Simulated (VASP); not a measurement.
# BeSn3 (Pm-3m) in VASP: notebook, part 3 of 3

VASP 6.6.1.

**6. Relaxation of cell and atoms, PBE**

This run uses another cell than the first one, of 23.63 Å³/atom.

Contents of INCAR:

```
SYSTEM = BeSn3
PREC = Accurate
ENCUT = 600
EDIFF = 1E-7
ISMEAR = 0
SIGMA = 0.1
LREAL = .False.
LASPH = .True.
NELM = 80
ALGO = Fast
ISIF = 3
LWAVE = .False.
LCHARG = .False.
GGA = PE
IBRION = 2
NSW = 100
EDIFFG = -0.01
```

Contents of KPOINTS:

```
regular mesh
0
Gamma
  10 10 10
  0 0 0
```

Contents of POSCAR:

```
BeSn3
1.0
    4.5550288807      0.0000000000      0.0000000000
    0.0000000000      4.5550288807      0.0000000000
    0.0000000000      0.0000000000      4.5550288807
Be Sn
1 3
Direct
    0.0000000000      0.0000000000      0.0000000000
    0.0000000000      0.5000000000      0.5000000000
    0.5000000000      0.0000000000      0.5000000000
    0.5000000000      0.5000000000      0.0000000000
```

Potentials or basis: VASP PAW PBE potentials, release 64 (Be, Sn_d).

Run with:

```console
cat potpaw_PBE.64/Be/POTCAR potpaw_PBE.64/Sn_d/POTCAR > POTCAR
mpirun -np 1 vasp_std > vasp.out
```

OUTCAR:

```text
SYSTEM = BeSn3
   PREC = Accurate
   ENCUT = 600
   EDIFF = 1E-7
   ISMEAR = 0
   LREAL = .False.
   LASPH = .True.
   NELM = 80
   ISIF = 3
   GGA = PE
   IBRION = 2
   NSW = 100
   EDIFFG = -0.01

 ion  position               nearest neighbor table
   1  0.000  0.000  0.000-
   2  0.000  0.500  0.500-   3 3.22   4 3.22   4 3.22   3 3.22   3 3.22   4 3.22   4 3.22   3 3.22

   3  0.500  0.000  0.500-   2 3.22   4 3.22   4 3.22   2 3.22   4 3.22   4 3.22   2 3.22   2 3.22

   4  0.500  0.500  0.000-   2 3.22   3 3.22   2 3.22   3 3.22   3 3.22   3 3.22   2 3.22   2 3.22

  LATTYP: Found a simple cubic cell.
 ALAT       =     4.5550288807

  Lattice vectors:

 A1 = (   4.5550288807,   0.0000000000,   0.0000000000)
 A2 = (   0.0000000000,   4.5550288807,   0.0000000000)
 A3 = (   0.0000000000,   0.0000000000,   4.5550288807)

Analysis of symmetry for initial positions (statically):
=====================================================================
 Subroutine PRICEL returns:
 Original cell was already a primitive cell.

 Routine SETGRP: Setting up the symmetry group for a
 simple cubic supercell.

 Subroutine GETGRP returns: Found 48 space group operations
 (whereof 48 operations were pure point group operations)
 out of a pool of 48 trial point group operations.

The static configuration has the point symmetry O_h .

Analysis of symmetry for dynamics (positions and initial velocities):
=====================================================================
 Subroutine PRICEL returns:
 Original cell was already a primitive cell.

 Routine SETGRP: Setting up the symmetry group for a
 simple cubic supercell.

 Subroutine GETGRP returns: Found 48 space group operations
 (whereof 48 operations were pure point group operations)
 out of a pool of 48 trial point group operations.

The dynamic configuration has the point symmetry O_h .

 Subroutine INISYM returns: Found 48 space group operations
 (whereof 48 operations are pure point group operations),
 and found     1 'primitive' translations

----------------------------------------------------------------------------------------

                                     Primitive cell

  volume of cell :      94.5091

  direct lattice vectors                    reciprocal lattice vectors
     4.555028881  0.000000000  0.000000000     0.219537576  0.000000000  0.000000000
     0.000000000  4.555028881  0.000000000     0.000000000  0.219537576  0.000000000
     0.000000000  0.000000000  4.555028881     0.000000000  0.000000000  0.219537576

  length of vectors
     4.555028881  4.555028881  4.555028881     0.219537576  0.219537576  0.219537576

  position of ions in fractional coordinates (direct lattice)
[... 114 lines left out ...]
 conjugate gradient relaxation of ions
 non-spin polarized calculation
 RMM-DIIS sequential band-by-band and
 Gauss-broadening in eV      SIGMA  =   0.10
  energy-cutoff  :      600.00
  volume of cell :       94.51
 maximum number of plane-waves:      3184
   NGX = 19   NGY = 19   NGZ = 19

--------------------------------------- Ionic step        1  -------------------------------------------

 number of electron      44.0000044 magnetization

 Free energy of the ion-electron system (eV)
  ---------------------------------------------------
  ext. energy  EPLUGINS =         0.00000000
  ---------------------------------------------------
  free energy    TOTEN  =       -13.36622794 eV

  energy without entropy =      -13.35857275  energy(sigma->0) =      -13.36240034

------------------------ aborting loop because EDIFF is reached ----------------------------------------

  FORCE on cell =-STRESS in cart. coord.  units (eV):
  Direction    XX          YY          ZZ          XY          YZ          ZX
  --------------------------------------------------------------------------------------
  -------------------------------------------------------------------------------------
  Total        0.2414690      0.2414690      0.2414690      0.0000000     -0.0000000      0.0000000
  in kB        4.0935358      4.0935358      4.0935358      0.0000000     -0.0000000      0.0000000
  external PRESSURE =       4.0935358 kB  Pullay stress =       0.0000000 kB

 VOLUME and BASIS-vectors are now :
 -----------------------------------------------------------------------------
  energy-cutoff  :      600.00
  volume of cell :       94.51
      direct lattice vectors                 reciprocal lattice vectors
     4.555028881  0.000000000  0.000000000     0.219537576  0.000000000  0.000000000
     0.000000000  4.555028881  0.000000000     0.000000000  0.219537576  0.000000000
     0.000000000  0.000000000  4.555028881     0.000000000  0.000000000  0.219537576

 POSITION                                       TOTAL-FORCE (eV/Angst)
 -----------------------------------------------------------------------------------
      0.00000      0.00000      0.00000         0.000000      0.000000      0.000000
      0.00000      2.27751      2.27751         0.000000      0.000000      0.000000
      2.27751      0.00000      2.27751         0.000000      0.000000      0.000000
      2.27751      2.27751      0.00000         0.000000      0.000000      0.000000
 -----------------------------------------------------------------------------------
    total drift:                                0.000000      0.000000      0.000000

  FREE ENERGIE OF THE ION-ELECTRON SYSTEM (eV)
  ---------------------------------------------------
  free  energy   TOTEN  =       -13.3662279363 eV

  energy  without entropy=      -13.3585727504  energy(sigma->0) =      -13.36240034

--------------------------------------- Ionic step        2  -------------------------------------------

 number of electron      44.0000044 magnetization

 Free energy of the ion-electron system (eV)
  ---------------------------------------------------
  ext. energy  EPLUGINS =         0.00000000
  ---------------------------------------------------
  free energy    TOTEN  =       -13.36712157 eV

  energy without entropy =      -13.35959764  energy(sigma->0) =      -13.36335960

 E-fermi :   7.4810     XC(G=0): -10.1558

 val. band max:        7.4393431257   @ k =   0.4000   0.2000   0.0000
 cond. band min:       7.5596299276   @ k =   0.4000   0.3000   0.1000
 fundamental gap:      0.1202868019
 Fermi energy:         7.4810102579

 k-point     1 :       0.0000    0.0000    0.0000
  band No.  band energies     occupation
      1     -14.2016      2.00000
      2     -14.2016      2.00000
      3     -14.2016      2.00000
      4     -14.1768      2.00000
      5     -14.0791      2.00000
      6     -14.0791      2.00000
[... 685 lines left out ...]
     25       9.7225      0.00000
     26       9.7492      0.00000

 [... further k-points ...]

------------------------ aborting loop because EDIFF is reached ----------------------------------------

  FORCE on cell =-STRESS in cart. coord.  units (eV):
  Direction    XX          YY          ZZ          XY          YZ          ZX
  --------------------------------------------------------------------------------------
  -------------------------------------------------------------------------------------
  Total       -0.0359041     -0.0359041     -0.0359041     -0.0000000     -0.0000000      0.0000000
  in kB       -0.6033818     -0.6033818     -0.6033818     -0.0000000     -0.0000000      0.0000000
  external PRESSURE =      -0.6033818 kB  Pullay stress =       0.0000000 kB

 VOLUME and BASIS-vectors are now :
 -----------------------------------------------------------------------------
  energy-cutoff  :      600.00
  volume of cell :       95.34
      direct lattice vectors                 reciprocal lattice vectors
     4.568294385  0.000000000  0.000000000     0.218900079  0.000000000 -0.000000000
     0.000000000  4.568294385  0.000000000    -0.000000000  0.218900079  0.000000000
     0.000000000 -0.000000000  4.568294385     0.000000000 -0.000000000  0.218900079

 POSITION                                       TOTAL-FORCE (eV/Angst)
 -----------------------------------------------------------------------------------
      0.00000      0.00000      0.00000        -0.000000      0.000000      0.000000
      0.00000      2.28415      2.28415         0.000000     -0.000000      0.000000
      2.28415      0.00000      2.28415         0.000000     -0.000000      0.000000
      2.28415      2.28415      0.00000        -0.000000      0.000000      0.000000
 -----------------------------------------------------------------------------------
    total drift:                                0.000000      0.000000      0.000000

  FREE ENERGIE OF THE ION-ELECTRON SYSTEM (eV)
  ---------------------------------------------------
  free  energy   TOTEN  =       -13.3671215655 eV

  energy  without entropy=      -13.3595976357  energy(sigma->0) =      -13.36335960

 reached required accuracy - stopping structural energy minimisation
```

CONTCAR:

```text
BeSn3
   1.00000000000000
     4.5682943846897643    0.0000000000000000    0.0000000000000000
     0.0000000000000000    4.5682943846897643    0.0000000000000000
     0.0000000000000000   -0.0000000000000000    4.5682943846897643
  Be              Sn
     1     3
Direct
     0.0000000000000000    0.0000000000000000    0.0000000000000000
     0.0000000000000000    0.5000000000000000    0.5000000000000000
     0.5000000000000000    0.0000000000000000    0.5000000000000000
     0.5000000000000000    0.5000000000000000    0.0000000000000000

  0.00000000E+00  0.00000000E+00  0.00000000E+00
  0.00000000E+00  0.00000000E+00  0.00000000E+00
  0.00000000E+00  0.00000000E+00  0.00000000E+00
  0.00000000E+00  0.00000000E+00  0.00000000E+00
```

Wall time 2.4 min (1 thread of Intel Xeon 6975P-C (Granite Rapids), shared host); peak memory 0.31 GiB.

Results:

```yaml
Free_energy: -13.3671 eV
Relaxed_volume: 23.83 Å³/atom
Relaxed_cell: a = 4.568 Å, b = 4.568 Å, c = 4.568 Å, α = 90.00°, β = 90.00°, γ = 90.00°
Space_group_after_relaxing_to_0.1_Å: Pm-3m (No. 221)
Energy_gained_by_relaxing: 0.2 meV/atom
Ionic_steps: 2
Pressure_after_relaxing: -0.1 GPa
Band_gap_on_the_k_mesh: zero (bands 22 and 23 overlap by 2.92 eV)
```

The path:
```tsv
step	energy change (eV)	largest force (eV/Å)	pressure (GPa)	volume (Å³)
1	0.0000	0.0000	0.41	94.51
2	-0.0009	0.0000	-0.06	95.34
```

Final structure:
```xyz
4
Lattice="4.5683 0.0000 0.0000 0.0000 4.5683 0.0000 0.0000 0.0000 4.5683" Properties=species:S:1:pos:R:3 pbc="T T T"
Be    0.0000    0.0000    0.0000
Sn    0.0000    2.2841    2.2841
Sn    2.2841    0.0000    2.2841
Sn    2.2841    2.2841    0.0000
```

Caveat: spin-orbit coupling is left out, which moves the levels of the heavy elements.

**7. Overview**

```tsv
task	cell	k mesh	cutoff (eV)	gap on the mesh (eV)	pressure (GPa)	relaxed volume (Å³/atom)
single point	a = 4.359 Å, 4 atoms	4 × 4 × 4	520	none	9.5	-
single point	a = 4.555 Å, 4 atoms	4 × 4 × 4	520	none	-0.2	-
relaxation of cell and atoms	relaxed from a = 4.359 Å, 4 atoms	4 × 4 × 4	600	none	0.1	23.49
single point	a = 4.567 Å, 4 atoms	10 × 10 × 10	520	none	0.0	-
relaxation of cell and atoms	relaxed from a = 4.555 Å, 4 atoms	10 × 10 × 10	600	none	-0.1	23.83
```

Alike in all rows: level PBE; potentials or basis VASP PAW PBE potentials, release 64 (Be, Sn_d); no spin polarisation; smearing gaussian 0.1 eV.

Caveats: some runs use coarse meshes; spin-orbit coupling is left out, which moves the levels of the heavy elements.

Total energies depend on the potentials used, so only differences within one code and one set of settings carry meaning.
